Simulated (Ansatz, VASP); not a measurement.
Two plane-wave programs on Be2B3

```
CELL_PARAMETERS angstrom
3.30878 0.00000 0.00000
-1.65439 2.86549 0.00000
0.00000 0.00000 3.73526
ATOMIC_POSITIONS crystal
Be 0.66667 0.33333 0.50000
Be 0.33333 0.66667 0.00000
B 0.00000 0.00000 0.73585
B 0.00000 0.00000 0.26415
B 0.66667 0.33333 0.00000
```

Change from the starting cell: species swapped into the Fe3Ge2 type (P-6m2, No. 187).

Alike in both runs: task relaxation of cell and atoms; functional PBE; k mesh 6 × 6 × 6; occupations gaussian, width 0.1 eV; no spin polarisation.

|  | VASP | Ansatz |
| --- | --- | --- |
| version | VASP 6.6.1 | Ansatz 0.2.0 |
| potentials or method | VASP PAW PBE potentials, release 64 (Be, B), cutoff 600 eV | scalar-relativistic, plane waves, PAW |
| valence electrons in the cell | 13 | 13 |

```csv
,VASP,Ansatz,Ansatz less VASP
"gap on the k mesh at the Fermi level, each at its own relaxed structure (eV)",none,none,-
relaxed volume (Å³/atom),7.10,7.10,+0.002
relaxed cell length with the largest relative difference (Å),3.736,3.739,+0.0025
```

A gap of «none» marks a metal or a gap that the smearing closes.

The k mesh is coarse, so the values compare programs but aren't converged. Noted on VASP's run: too few bands were computed for a metal, which touches its energy and stress.
